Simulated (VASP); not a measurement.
Wanted: the native input for a VASP 6.6.1 run.

* Task: single point
* Functional: PBEsol
* Potentials or basis: VASP PAW PBE potentials, release 64 (Zn, S)
* Cutoff: 520 eV
* k mesh: 8 × 8 × 5
* Occupations: fermi-dirac, width 0.03 eV
* Spin: no spin polarisation
* Dipole correction: no
* Further INCAR settings: ALGO = Normal; EDIFF = 1e-06; NBANDS = 26

The structure of ZnS lies in POSCAR:

```
ZnS
1.0
    3.6966688182      0.0000000000      0.0000000000
   -1.8483344091      3.2014091058      0.0000000000
    0.0000000000      0.0000000000      6.2340000000
Zn S
2 2
Direct
    0.3333333333      0.6666666667      0.0000000000
    0.6666666667      0.3333333333      0.5000000000
    0.3333333333      0.6666666667      0.3850000000
    0.6666666667      0.3333333333      0.8850000000
```

This cell differs from its parent crystal: equal xx and yy strain of -3 %.

The input as run:

INCAR

```
SYSTEM = ZnS
ALGO = Normal ; EDIFF = 1E-6
ENCUT = 520 ; GGA = PS
ISIF = 2 ; ISMEAR = -1
LASPH = .True. ; LCHARG = .False.
LREAL = .False. ; LWAVE = .False.
NBANDS = 26 ; NELM = 60
PREC = Accurate ; SIGMA = 0.03
```

KPOINTS

```
k-points
0
Gamma
  8 8 5
  0 0 0
```

Potentials or basis: VASP PAW PBE potentials, release 64 (Zn, S).

The run is started by

```console
$ cat potpaw_PBE.64/Zn/POTCAR potpaw_PBE.64/S/POTCAR > POTCAR
$ mpirun -np 1 vasp_std > vasp.out
```

Results of the run:

The pressure is 4.5 GPa, the largest force is 0.578 eV/Å and the band gap on the k mesh is 2.33 eV, direct.

Caveat: the cell differs from its parent crystal (equal xx and yy strain of -3 %); the PAW data sets were made with another functional, which shifts forces and pressure a little.

It took 30 s on 1 thread of Intel Xeon 6975P-C (shared host), peak memory 0.21 GiB.
